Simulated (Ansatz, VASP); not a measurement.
# One calculation of ZnSe, two programs

Contents of INCAR:

```
SYSTEM = ZnSe
PREC = Accurate
ENCUT = 520
EDIFF = 1E-6
ISMEAR = 0
SIGMA = 0.05
LREAL = .False.
LASPH = .True.
NELM = 80
ALGO = Normal
ISIF = 2
LWAVE = .False.
LCHARG = .False.
GGA = CA
NBANDS = 26
```

File KPOINTS:

```
Automatic mesh
0
Gamma
  8 8 6
  0 0 0
```

The input POSCAR:

```
ZnSe
1.0
    4.1605590088      0.0000000000      0.0000000000
    0.0000000000      4.1605590088      0.0000000000
    0.0000000000      0.0000000000      5.4910814719
Zn Se
2 2
Direct
    0.0000000000      0.0000000000      0.0000000000
    0.5000000000      0.5000000000      0.0000000000
    0.0000000000      0.5000000000      0.3173336233
    0.5000000000      0.0000000000      0.6826663767
```

Input for Ansatz:

```yaml
crystal:
  lattice:
    - [4.1605590088, 0.0, 0.0]
    - [0.0, 4.1605590088, 0.0]
    - [0.0, 0.0, 5.4910814719]
  atoms:
    - { symbol: Zn, position: [0.0, 0.0, 0.0] }
    - { symbol: Zn, position: [0.5, 0.5, 0.0] }
    - { symbol: Se, position: [0.0, 0.5, 0.3173336233] }
    - { symbol: Se, position: [0.5, 0.0, 0.6826663767] }
basis:
  ecutwfc: 520.0
kpoints:
  mp_grid: { grid: [8, 8, 6] }
hamiltonian:
  xc: lda
scf:
  occupations: { method: gaussian, width: 0.05 }
output:
  forces: true
  stress: true
  eigenvalues: true
```

Alike in both runs: task single point; functional LDA; k mesh 8 × 8 × 6; occupations gaussian, width 0.05 eV; no spin polarisation.

```csv
,VASP,Ansatz
version,VASP 6.6.1,Ansatz 0.2.0
potentials or method,"VASP PAW LDA potentials, release 64 (Zn, Se), cutoff 520 eV","scalar-relativistic, plane waves, PAW"
valence electrons in the cell,36,56
```

|  | VASP | Ansatz | Ansatz less VASP |
| --- | --- | --- | --- |
| gap on the k mesh at the Fermi level (eV) | 0.59 | 0.58 | -0.013 |
| least direct gap on the mesh (eV) | 0.59 | 0.58 | -0.013 |
| pressure (GPa) | -10.8 | -11.0 | -0.18 |
| traceless stress, the component that is largest in VASP (GPa) | -3.38 | -3.38 | -0.004 |
| rms of the force components (eV/Å) | 0.970 | 0.979 | +0.0094 |

LDA's correlation is that of Perdew and Zunger in VASP and of Perdew and Wang (1992) in Ansatz. Atom by atom the forces differ by 0.009 eV/Å (rms over components). VASP's potentials hold 36 valence electrons a cell and Ansatz's 56, so a difference there can come from the potentials and not from the codes.
